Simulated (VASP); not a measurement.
# WSe2 (P6_3/mmc) in VASP: a series of runs

The runs below take WSe2 through single point, with r2SCAN.

Program: VASP 6.6.1. These are calculated values, not measurements. Logs are shortened: lines on timing, memory, paths and dates and some standing lists are left out, and cuts for length are marked.

## 1. The cell of the first run

It takes space group P6_3/mmc (No. 194, hexagonal). Conventional cell: a = 3.234 Å, b = 3.234 Å, c = 12.886 Å, α = 90.00°, β = 90.00°, γ = 120.00°. Within 3.3 Å of W (site symmetry -6m2) lie 6 Se at 2.51 Å and 6 W at 3.23 Å. Se (site symmetry 3m) has 3 W at 2.51 Å and 7 Se at 3.23 to 3.37 Å within 3.4 Å.

## 2. Single point, r2SCAN (strain -2.0%)

POSCAR reads:

```
WSe2
1.0
    3.2336740972      0.0000000000      0.0000000000
   -1.6168370486      2.8004439158      0.0000000000
    0.0000000000      0.0000000000     12.8857268896
W Se
2 4
Direct
    0.3333333333      0.6666666667      0.2500000000
    0.6666666667      0.3333333333      0.7500000000
    0.6666666667      0.3333333333      0.3807698276
    0.6666666667      0.3333333333      0.1192301724
    0.3333333333      0.6666666667      0.8807698276
    0.3333333333      0.6666666667      0.6192301724
```

INCAR.step1 reads:

```
PREC = Accurate ; ENCUT = 520
ISMEAR = 0 ; SIGMA = 0.01
LREAL = False ; LASPH = True
NELM = 80 ; NBANDS = 35
GGA = PE ; ALGO = Normal
EDIFF = 1E-4 ; LWAVE = True
LCHARG = False
```

INCAR.step2 reads:

```
PREC = Accurate ; ENCUT = 520
EDIFF = 1E-7 ; ISMEAR = 0
SIGMA = 0.01 ; LREAL = False
LASPH = True ; NELM = 80
ALGO = Normal ; ISIF = 2
LWAVE = False ; LCHARG = False
METAGGA = R2SCAN ; LMIXTAU = True
NBANDS = 35 ; ISTART = 1
```

KPOINTS reads:

```
Automatic mesh
0
Gamma
  12 12 2
```

Potentials or basis: VASP PAW PBE potentials, release 64 (W_sv, Se).

The run is started by

```console
cat potpaw_PBE.64/W_sv/POTCAR potpaw_PBE.64/Se/POTCAR > POTCAR
cp INCAR.step1 INCAR
mpirun -np 1 vasp_std > vasp.out
cp INCAR.step2 INCAR
mpirun -np 1 vasp_std > vasp.out
```

OUTCAR:

```text
PREC = Accurate
   ENCUT = 520
   EDIFF = 1E-7
   ISMEAR = 0
   LREAL = False
   LASPH = True
   NELM = 80
   ISIF = 2
   METAGGA = R2SCAN
   ISTART = 1

 ion  position               nearest neighbor table
   1  0.333  0.667  0.250-   3 2.51   4 2.51   3 2.51   4 2.51   3 2.51   4 2.51
   2  0.667  0.333  0.750-   5 2.51   6 2.51   5 2.51   6 2.51   5 2.51   6 2.51
   3  0.667  0.333  0.381-   1 2.51   1 2.51   1 2.51
   4  0.667  0.333  0.119-   1 2.51   1 2.51   1 2.51
   5  0.333  0.667  0.881-   2 2.51   2 2.51   2 2.51
   6  0.333  0.667  0.619-   2 2.51   2 2.51   2 2.51

  LATTYP: Found a hexagonal cell.
 ALAT       =     3.2336740972
 C/A-ratio  =     3.9848563901

  Lattice vectors:

 A1 = (   3.2336740972,   0.0000000000,   0.0000000000)
 A2 = (  -1.6168370486,   2.8004439158,   0.0000000000)
 A3 = (   0.0000000000,   0.0000000000,  12.8857268896)

Analysis of symmetry for initial positions (statically):
=====================================================================
 Subroutine PRICEL returns:
 Original cell was already a primitive cell.

 Routine SETGRP: Setting up the symmetry group for a
 hexagonal supercell.

 Subroutine GETGRP returns: Found 24 space group operations
 (whereof 12 operations were pure point group operations)
 out of a pool of 24 trial point group operations.

The static configuration has the point symmetry D_3d.
 The point group associated with its full space group is D_6h.

Analysis of symmetry for dynamics (positions and initial velocities):
=====================================================================
 Subroutine PRICEL returns:
 Original cell was already a primitive cell.

 Routine SETGRP: Setting up the symmetry group for a
 hexagonal supercell.

 Subroutine GETGRP returns: Found 24 space group operations
 (whereof 12 operations were pure point group operations)
 out of a pool of 24 trial point group operations.

The dynamic configuration has the point symmetry D_3d.
 The point group associated with its full space group is D_6h.

 Subroutine INISYM returns: Found 24 space group operations
 (whereof 12 operations are pure point group operations),
 and found     1 'primitive' translations

----------------------------------------------------------------------------------------

                                     Primitive cell

  volume of cell :     116.6896

  direct lattice vectors                    reciprocal lattice vectors
     3.233674097  0.000000000  0.000000000     0.309245759  0.178543122  0.000000000
    -1.616837049  2.800443916  0.000000000     0.000000000  0.357086244  0.000000000
     0.000000000  0.000000000 12.885726890     0.000000000  0.000000000  0.077605246

  length of vectors
     3.233674097  3.233674097 12.885726890     0.357086244  0.357086244  0.077605246

  position of ions in fractional coordinates (direct lattice)
     0.333333333  0.666666667  0.250000000
     0.666666667  0.333333333  0.750000000
     0.666666667  0.333333333  0.380769828
     0.666666667  0.333333333  0.119230172
     0.333333333  0.666666667  0.880769828
     0.333333333  0.666666667  0.619230172

  ion indices of the primitive-cell ions
   primitive index   ion index
                 1           1
                 2           2
                 3           3
                 4           4
                 5           5
                 6           6

----------------------------------------------------------------------------------------

 KPOINTS: Automatic mesh

Automatic generation of k-mesh.
 Grid dimensions read from file:
 generate k-points for:   12   12    2

 Generating k-lattice:

  Cartesian coordinates                     Fractional coordinates (reciprocal lattice)
     0.025770480  0.014878594  0.000000000     0.083333333  0.000000000  0.000000000
     0.000000000  0.029757187  0.000000000     0.000000000  0.083333333  0.000000000
     0.000000000  0.000000000  0.038802623     0.000000000  0.000000000  0.500000000

  Length of vectors
     0.029757187  0.029757187  0.038802623

  Shift w.r.t. Gamma in fractional coordinates (k-lattice)
     0.000000000  0.000000000  0.000000000

 Subroutine IBZKPT returns following result:
 ===========================================

 Found     38 irreducible k-points:

 Following reciprocal coordinates:
            Coordinates               Weight
  0.000000  0.000000  0.000000      1.000000
  0.083333  0.000000  0.000000      6.000000
  0.166667  0.000000  0.000000      6.000000
  0.250000  0.000000  0.000000      6.000000
  0.333333  0.000000  0.000000      6.000000
  0.416667  0.000000  0.000000      6.000000
[... 16 lines left out ...]
  0.250000  0.000000  0.500000      6.000000
  0.333333  0.000000  0.500000      6.000000
 [... further k-points ...]
   k-points           NKPTS =     38   k-points in BZ     NKDIM =     38   number of bands    NBANDS=     35
   number of dos      NEDOS =    301   number of ions     NIONS =      6
   total plane-waves  NPLWV =  55296
   dimension x,y,z NGX =    24 NGY =   24 NGZ =   96
   dimension x,y,z NGXF=    48 NGYF=   48 NGZF=  192
   ions per type =               2   4
   NGX,Y,Z   is equivalent  to a cutoff of  12.34, 12.34, 12.39 a.u.
   NGXF,Y,Z  is equivalent  to a cutoff of  24.68, 24.68, 24.77 a.u.
 SYSTEM =  unknown system
   PREC   = accura    normal or accurate (medium, high low for compatibility)
   ISTART =      1    job   : 0-new  1-cont  2-samecut
   ICHARG =      0    charge: 1-file 2-atom 10-const
   ISPIN  =      1    spin polarized calculation?
   LNONCOLLINEAR =      F non collinear calculations
   LSORBIT =      F    spin-orbit coupling
   LASPH  =      T    aspherical Exc in radial PAW
   ENCUT  =  520.0 eV  38.22 Ry    6.18 a.u.   6.01  6.01 23.96*2*pi/ulx,y,z
   NELM   =     80;   NELMIN=  2; NELMDL=  0     # of ELM steps
   EDIFF  = 0.1E-06   stopping-criterion for ELM
   LREAL  =      F    real-space projection
   EDIFFG = 0.1E-05   stopping-criterion for IOM
   NSW    =      0    number of steps for IOM
   IBRION =     -1    ionic relax: 0-MD 1-quasi-New 2-CG
   NFREE  =      0    steps in history (QN), initial steepest desc. (CG)
   ISIF   =      2    stress and relaxation
   ISYM   =      2    0-nonsym 1-usesym 2-fastsym
   POTIM  = 0.5000    time-step for ionic-motion
   TEBEG  =    0.0;   TEEND  =   0.0 temperature during run
   PSTRESS=    0.0 pullay stress
   NELECT =      52.0000    total number of electrons
   NUPDOWN=      -1.0000    fix difference up-down
   EMIN   =  10.00;   EMAX   =-10.00  energy-range for DOS
   EFERMI =   0.00;   METHOD = LEGACY
   ISMEAR =     0;   SIGMA  =   0.01  broadening in eV -4-tet -1-fermi 0-gaus
   EFERMI_NEDOS =   21; number of points for ismear=-14 and -15
   IALGO  =     38    algorithm
   IMIX   =      4    mixing-type and parameters
     AMIX     =   0.40;   BMIX     =  1.00
     AMIX_MAG =   1.60;   BMIX_MAG =  1.00
  volume/ion in A,a.u.               =      19.45       131.24
  Fermi-wavevector in a.u.,A,eV,Ry     =   1.250447  2.363002 21.274308  1.563618
  Thomas-Fermi vector in A             =   2.384441
   LORBIT       =      0    0 simple, 1 ext, 2 COOP (PROOUT), +10 PAW based schemes
   METAGGA = R2SCAN    functional components
   LHFCALC =     F    Hartree Fock is set to
   AEXX    =    0.0000 exact exchange contribution
   IVDW    =     0    specifies the selected vdW correction
   LEPSILON=     F    determine dielectric tensor
   LRPA    =     F    only Hartree local field effects (RPA)
 non-spin polarized calculation
 Gauss-broadening in eV      SIGMA  =   0.01
  energy-cutoff  :      520.00
  volume of cell :      116.69
 maximum number of plane-waves:      3178
   NGX = 13   NGY = 13   NGZ = 47

 number of electron      52.0000001 magnetization

 Free energy of the ion-electron system (eV)
  ---------------------------------------------------
  ext. energy  EPLUGINS =         0.00000000
  ---------------------------------------------------
  free energy    TOTEN  =      -163.38901414 eV

  energy without entropy =     -163.38901414  energy(sigma->0) =     -163.38901414

 E-fermi :   6.6607     XC(G=0): -11.6529

 val. band max:        6.4900069994   @ k =   0.0000   0.0000   0.0000
 cond. band min:       7.5678413736   @ k =   0.1667   0.1667   0.0000
 fundamental gap:      1.0778343743
 Fermi energy:         6.6607497730

 k-point     1 :       0.0000    0.0000    0.0000
  band No.  band energies     occupation
      1     -69.6784      2.00000
      2     -69.6783      2.00000
      3     -33.3205      2.00000
      4     -33.3205      2.00000
      5     -33.1326      2.00000
      6     -33.1326      2.00000
[... 27 lines left out ...]
     34       9.7570      0.00000
     35      11.9627      0.00000

 k-point     2 :       0.0833    0.0000    0.0000
  band No.  band energies     occupation
      1     -69.6774      2.00000
      2     -69.6773      2.00000
      3     -33.3165      2.00000
      4     -33.3165      2.00000
      5     -33.1531      2.00000
      6     -33.1531      2.00000
[... 27 lines left out ...]
     34       9.7615      0.00000
     35      12.5594      0.00000

 k-point     3 :       0.1667    0.0000    0.0000
  band No.  band energies     occupation
      1     -69.6745      2.00000
      2     -69.6745      2.00000
      3     -33.3056      2.00000
      4     -33.3055      2.00000
      5     -33.2089      2.00000
      6     -33.2089      2.00000
[... 27 lines left out ...]
     34      10.2420      0.00000
     35      13.4294      0.00000
[... 723 lines left out ...]
 k-point    23 :       0.2500    0.0000    0.5000
  band No.  band energies     occupation
      1     -69.6707      2.00000
      2     -69.6707      2.00000
      3     -33.2905      2.00000
      4     -33.2905      2.00000
      5     -33.2842      2.00000
      6     -33.2842      2.00000
[... 27 lines left out ...]
     34      10.5445      0.00000
     35      13.5352      0.00000

 k-point    24 :       0.3333    0.0000    0.5000
  band No.  band energies     occupation
      1     -69.6669      2.00000
      2     -69.6669      2.00000
      3     -33.3585      2.00000
      4     -33.3585      2.00000
      5     -33.2755      2.00000
      6     -33.2755      2.00000
[... 27 lines left out ...]
     34      10.8011      0.00000
     35      12.6922      0.00000

 [... further k-points ...]

------------------------ aborting loop because EDIFF is reached ----------------------------------------

  FORCE on cell =-STRESS in cart. coord.  units (eV):
  Direction    XX          YY          ZZ          XY          YZ          ZX
  --------------------------------------------------------------------------------------
  -------------------------------------------------------------------------------------
  Total        5.5644913      5.5644913      2.6947474      0.0000000     -0.0000000      0.0000000
  in kB       76.4018720     76.4018721     36.9995627      0.0000000     -0.0000000      0.0000000
  external PRESSURE =      63.2677689 kB  Pullay stress =       0.0000000 kB

 VOLUME and BASIS-vectors are now :
 -----------------------------------------------------------------------------
  energy-cutoff  :      520.00
  volume of cell :      116.69
      direct lattice vectors                 reciprocal lattice vectors
     3.233674097  0.000000000  0.000000000     0.309245759  0.178543122  0.000000000
    -1.616837049  2.800443916  0.000000000     0.000000000  0.357086244  0.000000000
     0.000000000  0.000000000 12.885726890     0.000000000  0.000000000  0.077605246

 POSITION                                       TOTAL-FORCE (eV/Angst)
 -----------------------------------------------------------------------------------
     -0.00000      1.86696      3.22143         0.000000     -0.000000      0.000000
      1.61684      0.93348      9.66430        -0.000000      0.000000      0.000000
      1.61684      0.93348      4.90650        -0.000000      0.000000      0.009665
      1.61684      0.93348      1.53637        -0.000000      0.000000     -0.009665
     -0.00000      1.86696     11.34936         0.000000     -0.000000      0.009665
     -0.00000      1.86696      7.97923         0.000000     -0.000000     -0.009665
 -----------------------------------------------------------------------------------
    total drift:                               -0.000000      0.000000     -0.000000

  FREE ENERGIE OF THE ION-ELECTRON SYSTEM (eV)
  ---------------------------------------------------
  free  energy   TOTEN  =      -163.3890141405 eV

  energy  without entropy=     -163.3890141405  energy(sigma->0) =     -163.38901414
```

It took 4.7 min on 1 thread of Intel Xeon 6975P-C (Granite Rapids), shared host; peak memory 0.31 GiB.

Results:

```yaml
Free_energy: -163.3890 eV
Pressure: 6.3 GPa
Largest_force: 0.010 eV/Å
Band_gap_on_the_k_mesh: 1.08 eV (least direct gap 1.85 eV)
```

Forces in eV/Å, atoms in the order of the input:
```
W    0.000  0.000  0.000
W    0.000  0.000  0.000
Se   0.000  0.000  0.010
Se   0.000  0.000 -0.010
Se   0.000  0.000  0.010
Se   0.000  0.000 -0.010
```

Levels at points of the mesh, in eV from the valence-band top:
```csv
k point,band 24,band 25,band 26,band 27,band 28,band 29
"(0.00, 0.00, 0.00)",-1.29,-1.20,0.00,2.99,2.99,3.03
"(0.50, 0.00, 0.00)",-1.37,-1.32,-1.03,2.54,2.58,2.58
"(0.00, 0.00, 0.50)",-1.45,-0.27,-0.27,2.99,2.99,2.99
"(0.50, 0.00, 0.50)",-1.42,-1.18,-1.18,2.56,2.56,2.84
```

Caveat: the cell differs from its parent crystal (strain -2.0%); the cell stands under pressure; the PAW data sets were made with another functional, which shifts forces and pressure a little; spin-orbit coupling is left out, which moves the levels of the heavy elements.

(Part 1 of 2 ends here.)
